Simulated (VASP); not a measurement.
# Mg8HO8 (a cell with a defect) in VASP: a series of runs, part 2 of 2

VASP 6.6.1.

## Step 3: Single point, PBE+D3(BJ), collinear spin

INCAR

```
PREC     = Accurate       # precision mode
ENCUT    = 520            # plane-wave cutoff, eV
EDIFF    = 1E-6           # SCF threshold, eV
ISMEAR   = 0              # smearing method
SIGMA    = 0.05           # smearing width, eV
LREAL    = Auto         
LASPH    = T              # aspherical terms in the spheres
NELM     = 150            # most SCF steps
ALGO     = Normal         # electronic algorithm
ISIF     = 2              # what is computed and relaxed
LWAVE    = F              # write WAVECAR
LCHARG   = T              # write CHGCAR
ISPIN    = 2              # spin polarisation
MAGMOM   = 0 0 0 0 0 0 0 0 0 0 0.11 0 0.11 0 0.11 0.11 0.39 # initial moments
LORBIT   = 11             # projections on sites
GGA      = PE             # functional
IVDW     = 12             # dispersion correction
LELF     = T              # ELF
LVHAR    = T            
NBANDS   = 50             # bands
```

KPOINTS

```
Automatic mesh
0
Gamma
  3 3 3
```

POSCAR

```
Mg8HO8
1.0
    0.0000000000      4.2703000000      4.2703000000
    4.2703000000      0.0000000000      4.2703000000
    4.2703000000      4.2703000000      0.0000000000
Mg O H
8 8 1
Direct
    0.0199052760      0.0123683348     -0.0246550594
   -0.0070101632      0.0051833595      0.4934071377
    0.0056065148      0.5003731588     -0.0052573590
   -0.0089123715      0.5136834649      0.4915770555
    0.5068954172     -0.0051128726      0.0072815727
    0.4749497693      0.0124974826      0.5200044493
    0.5052942416      0.4979109196      0.0055377842
    0.4941714868      0.5002832354      0.5061542515
    0.2547260146      0.2481494274      0.2533490621
    0.2501909702      0.2569171955      0.7506185748
    0.2504173009      0.7534468304      0.2470578180
    0.2502252769      0.7524642297      0.7506411728
    0.7473823853      0.2757466689      0.2478554200
    0.7530613774      0.2480127860      0.7552427230
    0.7448861907      0.7158425638      0.2456493689
    0.7466594853      0.7535311336      0.7507863616
    0.7946276608      0.9201265719      0.2948789312
```

Potentials or basis: VASP PAW PBE potentials, release 64 (Mg, O, H).

Launch:

```console
cat potpaw_PBE.64/Mg/POTCAR potpaw_PBE.64/O/POTCAR potpaw_PBE.64/H/POTCAR > POTCAR
mpirun -np 1 vasp_std > vasp.out
```

OUTCAR:

```text
PREC = Accurate
   ENCUT = 520
   EDIFF = 1E-6
   ISMEAR = 0
   LREAL = Auto
   LASPH = T
   NELM = 150
   ISIF = 2
   ISPIN = 2
   LORBIT = 11
   GGA = PE
   IVDW = 12
 IVDW          = 12

 ion  position               nearest neighbor table
   1  0.020  0.012  0.975-  17 1.72  10 2.03  12 2.07  14 2.08  11 2.15  13 2.29  15 2.44   6 2.75
                             3 2.96   4 2.98   5 2.99   2 3.02   7 3.02   7 3.02   2 3.03   5 3.06
   2  0.993  0.005  0.493-  13 2.10  16 2.13  11 2.13  14 2.16   9 2.16  12 2.20   4 2.98   3 3.00
                             8 3.00   6 3.02   1 3.02   5 3.02   5 3.02   1 3.03   6 3.03   8 3.04
   3  0.006  0.500  0.995-  15 2.00  13 2.07  10 2.08  12 2.12  16 2.15   9 2.17   8 2.95   1 2.96
                             7 3.00   4 3.00   5 3.00   2 3.00   2 3.04   5 3.04   7 3.04   4 3.04
   4  0.991  0.514  0.492-  17 2.10  15 2.12  16 2.13  11 2.13  14 2.15   9 2.15  10 2.21   6 2.98
                             1 2.98   2 2.98   3 3.00   8 3.00   7 3.02   7 3.02   8 3.04   3 3.04
   5  0.507  0.995  0.007-  15 2.05  16 2.13  11 2.13  14 2.13   9 2.13  10 2.19   1 2.99   6 2.99
                             3 3.00   8 3.00   7 3.01   2 3.02   2 3.02   7 3.03   8 3.04   3 3.04
   6  0.475  0.012  0.520-  17 1.72  10 2.03  12 2.07   9 2.08  16 2.15  13 2.29  15 2.44   1 2.75
                             8 2.96   4 2.98   5 2.99   2 3.02   7 3.02   7 3.02   2 3.03   5 3.06
   7  0.505  0.498  0.006-  13 2.07  16 2.12  11 2.12  14 2.14   9 2.14  12 2.18   3 3.00   8 3.00
                             5 3.01   4 3.02   4 3.02   1 3.02   6 3.02   6 3.02   1 3.02   5 3.03
   8  0.494  0.500  0.506-  15 2.00  13 2.07  10 2.08  12 2.12  11 2.15  14 2.17   3 2.95   6 2.96
                             7 3.00   4 3.00   5 3.00   2 3.00   2 3.04   5 3.04   7 3.04   4 3.04
   9  0.255  0.248  0.253-   6 2.08   5 2.13   7 2.14   4 2.15   2 2.16   3 2.17
  10  0.250  0.257  0.751-   1 2.03   6 2.03   8 2.08   3 2.08   5 2.19   4 2.21
  11  0.250  0.753  0.247-   7 2.12   5 2.13   2 2.13   4 2.13   8 2.15   1 2.15
  12  0.250  0.752  0.751-   1 2.07   6 2.07   8 2.12   3 2.12   7 2.18   2 2.20
  13  0.747  0.276  0.248-   8 2.07   3 2.07   7 2.07   2 2.10   6 2.29   1 2.29
  14  0.753  0.248  0.755-   1 2.08   5 2.13   7 2.14   4 2.15   2 2.16   8 2.17
  15  0.745  0.716  0.246-   8 2.00   3 2.00   5 2.05   4 2.12   6 2.44   1 2.44
  16  0.747  0.754  0.751-   7 2.12   5 2.13   2 2.13   4 2.13   3 2.15   6 2.15
  17  0.795  0.920  0.295-   1 1.72   6 1.72   4 2.10
[... 1545 lines left out ...]
 [bands above 44 left out]

------------------------ aborting loop because EDIFF is reached ----------------------------------------

 Edisp (eV)   -4.66593

 E8    (eV) :    -1.8082

  FORCE on cell =-STRESS in cart. coord.  units (eV):
  Direction    XX          YY          ZZ          XY          YZ          ZX
  --------------------------------------------------------------------------------------
  -------------------------------------------------------------------------------------
  Total       1.98188    -3.72364     2.00462     0.07106     0.07617     0.44008
  in kB      20.38837   -38.30658    20.62237     0.73098     0.78354     4.52727
  external pressure =        0.90 kB  Pullay stress =        0.00 kB

 VOLUME and BASIS-vectors are now :
 -----------------------------------------------------------------------------
  energy-cutoff  :      520.00
  volume of cell :      155.74
      direct lattice vectors                 reciprocal lattice vectors
     0.000000000  4.270300000  4.270300000    -0.117087792  0.117087792  0.117087792
     4.270300000  0.000000000  4.270300000     0.117087792 -0.117087792  0.117087792
     4.270300000  4.270300000  0.000000000     0.117087792  0.117087792 -0.117087792

 POSITION                                       TOTAL-FORCE (eV/Angst)
 -----------------------------------------------------------------------------------
      4.21783      4.25002      0.13782         0.019711     -0.072615     -0.023570
      2.12913      6.34736      4.26250        -0.021252     -0.032073     -0.021996
      6.38459      4.27179      2.16069         0.010765     -0.033092     -0.011734
      4.29276      6.33142      6.42582         0.010988     -0.013151      0.011718
      4.27956      2.19569      6.41306        -0.015867     -0.078845     -0.016342
      2.27394      4.24875      2.08155        -0.022922     -0.066239      0.017612
[... 9 lines left out ...]
      6.42389      6.39454      6.40626         0.018413      0.006761     -0.017050
      5.18844      4.65252      7.32251        -0.010356      0.657372     -0.010296
 -----------------------------------------------------------------------------------
    total drift:                                0.000603      0.005569     -0.001607

  FREE ENERGIE OF THE ION-ELECTRON SYSTEM (eV)
  ---------------------------------------------------
  free  energy   TOTEN  =       -99.1068809727 eV

  energy  without entropy=      -99.1054832251  energy(sigma->0) =      -99.10618210

 total charge

# of ion       s       p       d       tot
------------------------------------------
    1        0.157   0.184   0.080   0.421
    2        0.142   0.164   0.070   0.376
    3        0.150   0.181   0.081   0.412
    4        0.141   0.164   0.070   0.375
    5        0.145   0.170   0.074   0.389
    6        0.157   0.184   0.080   0.421
[... 9 lines left out ...]
   16        1.545   3.534   0.000   5.079
   17        0.551   0.020   0.000   0.570
--------------------------------------------------
tot         14.121  29.689   0.610  44.420

 magnetization (x)

# of ion       s       p       d       tot
------------------------------------------
    1        0.005   0.007   0.005   0.017
    2       -0.001  -0.001  -0.000  -0.001
    3        0.001   0.002   0.001   0.005
    4       -0.001  -0.000   0.000  -0.001
    5       -0.000  -0.000   0.000  -0.000
    6        0.005   0.007   0.005   0.017
[... 9 lines left out ...]
   16        0.003   0.028   0.000   0.030
   17        0.220   0.002   0.000   0.222
--------------------------------------------------
tot          0.267   0.418   0.013   0.699
```

stdout:

```text
POSCAR found type information on POSCAR MgO H
 POSCAR found :  3 types and      17 ions
 scaLAPACK will be used
 LDA part: xc-table for (Slater+PW92), standard interpolation
 POSCAR, INCAR and KPOINTS ok, starting setup
 FFT: planning ... GRIDC
 FFT: planning ... GRID_SOFT
 FFT: planning ... GRID
 WAVECAR not read
 entering main loop
```

Wall time 5.3 min (1 thread of AMD EPYC 9R45 (Zen 5), shared host); peak memory 0.45 GiB.

Results:

```yaml
Free_energy: -99.1069 eV
Pressure: 0.1 GPa
Largest_force: 0.658 eV/Å
Net_moment: 0.93 μB per cell
Site_moments: Mg +0.02, -0.00, +0.01; O +0.00, -0.00, +0.03, +0.14, +0.24; H +0.22 μB
Valence_electrons_inside_the_program's_atomic_spheres: Mg 0.42, 0.38, 0.41, 0.39; O 5.08, 5.11, 5.09; H 0.57
Dispersion_energy_per_atom: -0.274 eV
```

Forces on the atoms (eV/Å):
```
Mg   0.020 -0.073 -0.024
Mg  -0.021 -0.032 -0.022
Mg   0.011 -0.033 -0.012
Mg   0.011 -0.013  0.012
Mg  -0.016 -0.079 -0.016
Mg  -0.023 -0.066  0.018
Mg   0.022 -0.056  0.018
Mg  -0.011 -0.033  0.014
O   -0.002 -0.031  0.003
O    0.000 -0.024  0.002
O   -0.013  0.005  0.020
O   -0.002 -0.023 -0.001
O   -0.035 -0.067 -0.035
O    0.005 -0.035 -0.002
O    0.047 -0.104  0.053
O    0.018  0.007 -0.017
H   -0.010  0.657 -0.010
```

Caveat: the k points lie up to 0.42 Å⁻¹ apart.
